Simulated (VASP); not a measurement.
**Ti: single point with PBEsol**

The system is Ti.

```
Ti
1.0
     4.59990    0.03095    0.00000
    -2.27314    3.87673    0.00000
     0.00000    0.00000    2.78929
Ti
3
Direct
  0.00000 0.00000 0.00000
  0.33337 0.66704 0.50000
  0.66663 0.33296 0.50000
```

- Program: VASP 6.6.1
- Task: single point
- Functional: PBEsol
- Potentials or basis: VASP PAW PBE potentials, release 64 (Ti_sv)
- Cutoff: 520 eV
- k mesh: 7 × 7 × 10
- Occupations: methfessel-paxton, width 0.05 eV
- Spin: no spin polarisation
- Dipole correction: no
- Further INCAR settings: ALGO = Normal; EDIFF = 1e-06; NBANDS = 25

```
Pressure               : -1.4 GPa
Band gap on the k mesh : zero (bands 18 and 19 overlap by 0.32 eV)
```

Stress tensor (GPa, compression positive):
```
-3.37 -0.82  0.00
-0.82 -0.72  0.00
 0.00  0.00 -0.20
```

Levels at points of the mesh, in eV from the Fermi level:
```csv
k point,band 16,band 17,band 18,band 19,band 20,band 21
"(0.00, 0.00, 0.00)",-0.76,-0.63,-0.49,-0.07,0.64,1.14
"(0.00, 0.00, 0.50)",-1.72,-1.68,-1.64,1.01,1.08,1.22
```

Run time: 4.4 min on 1 thread of AMD EPYC 7R13 (shared host), peak memory 0.25 GiB.

Caveat: the PAW data sets were made with another functional, which shifts forces and pressure a little.
